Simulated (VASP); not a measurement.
## Mg4O: single point with PBE

Crystal: Mg4O.

```
Mg O
1.0
     4.42158    0.00000    0.00000
     0.00000    4.42158    0.00000
     0.00000    0.00000    4.42158
Mg O
4 1
Direct
  0.00000 0.50000 0.50000
  0.50000 0.50000 0.00000
  0.50000 0.00000 0.50000
  0.00000 0.00000 0.00000
  0.50000 0.50000 0.50000
```

```json
{
 "Program": "VASP 6.6.1",
 "Task": "single point",
 "Functional": "PBE",
 "Potentials or basis": "VASP PAW PBE potentials, release 64 (Mg, O)",
 "Cutoff": "520 eV",
 "k mesh": "4 × 4 × 4",
 "Occupations": "gaussian, width 0.1 eV",
 "Spin": "collinear spin, ferromagnetic start",
 "Starting moments": "[0.0, 0.0, 0.0, 0.0, 1.0] μB"
}
```

```yaml
Pressure: -0.2 GPa
Band_gap_on_the_k_mesh: zero (filled and empty bands overlap)
Net_moment: 0.00 μB per cell
Valence_electrons_inside_the_program's_atomic_spheres: Mg 0.34, 0.38; O 5.00
```

Levels at points of the mesh, in eV from the Fermi level:
Spin up:
| k point | band 3 | band 4 | band 5 | band 6 | band 7 | band 8 | band 9 | band 10 | band 11 | band 12 |
| --- | --- | --- | --- | --- | --- | --- | --- | --- | --- | --- |
| (0.00, 0.00, 0.00) | -4.95 | -4.95 | -4.95 | 0.96 | 0.96 | 1.73 | 1.73 | 1.73 | 5.67 | 6.24 |
| (0.50, 0.00, 0.00) | -4.84 | -4.84 | -3.40 | -2.61 | 1.65 | 1.65 | 2.16 | 3.87 | 4.13 | 4.13 |
| (0.50, 0.50, 0.00) | -5.80 | -4.76 | -3.18 | -1.00 | -1.00 | -0.26 | 3.31 | 3.31 | 3.47 | 4.89 |
| (0.50, 0.50, 0.50) | -5.45 | -5.45 | -1.63 | -1.63 | -1.63 | -1.00 | 1.88 | 1.88 | 1.88 | 4.13 |
Spin down:
| k point | band 3 | band 4 | band 5 | band 6 | band 7 | band 8 | band 9 | band 10 | band 11 | band 12 |
| --- | --- | --- | --- | --- | --- | --- | --- | --- | --- | --- |
| (0.00, 0.00, 0.00) | -4.95 | -4.95 | -4.95 | 0.96 | 0.96 | 1.73 | 1.73 | 1.73 | 5.67 | 6.24 |
| (0.50, 0.00, 0.00) | -4.84 | -4.84 | -3.40 | -2.61 | 1.65 | 1.65 | 2.16 | 3.87 | 4.13 | 4.13 |
| (0.50, 0.50, 0.00) | -5.80 | -4.76 | -3.18 | -1.00 | -1.00 | -0.26 | 3.31 | 3.31 | 3.47 | 4.89 |
| (0.50, 0.50, 0.50) | -5.45 | -5.45 | -1.63 | -1.63 | -1.63 | -1.00 | 1.88 | 1.88 | 1.88 | 4.13 |

Run time: 38 s on 1 thread of AMD EPYC 7R13 Processor (Zen 3), with other jobs on the host, peak memory 0.21 GiB.
